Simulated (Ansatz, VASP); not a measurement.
P in VASP and in Ansatz

```
P
1.0
     3.18574    1.83929    2.55188
    -3.18574    1.83929    2.55188
     0.00000   -3.67857    2.55188
P
5
Direct
  0.35664 0.35664 0.35664
  0.64336 0.64336 0.64336
  0.71010 0.28990 0.00000
  0.00000 0.71010 0.28990
  0.28990 0.00000 0.71010
```

Alike in both runs: functional PBE; k mesh 12 × 12 × 12; occupations gaussian, width 0.1 eV; no spin polarisation.

Ansatz relaxed the structure, and its values are those at the end. VASP's run is a single point on that final structure, the one shown.

```csv
,VASP,Ansatz
version,VASP 6.6.1,Ansatz 0.2.0
potentials or method,"VASP PAW PBE potentials, release 64 (P), cutoff 520 eV","scalar-relativistic, plane waves, PAW"
valence electrons in the cell,25,25
```

Ansatz gave:

* gap on the k mesh at the Fermi level (eV): none
* pressure (GPa): 0.0
* rms of the force components (eV/Å): 0.000

Question: Estimate VASP's values.

Answer: gap on the k mesh at the Fermi level (eV): none; pressure (GPa): -0.3; rms of the force components (eV/Å): 0.018.

A gap of «none» marks a metal or a gap that the smearing closes. With one functional, cell and mesh, what is left measures potentials, basis and numerics.
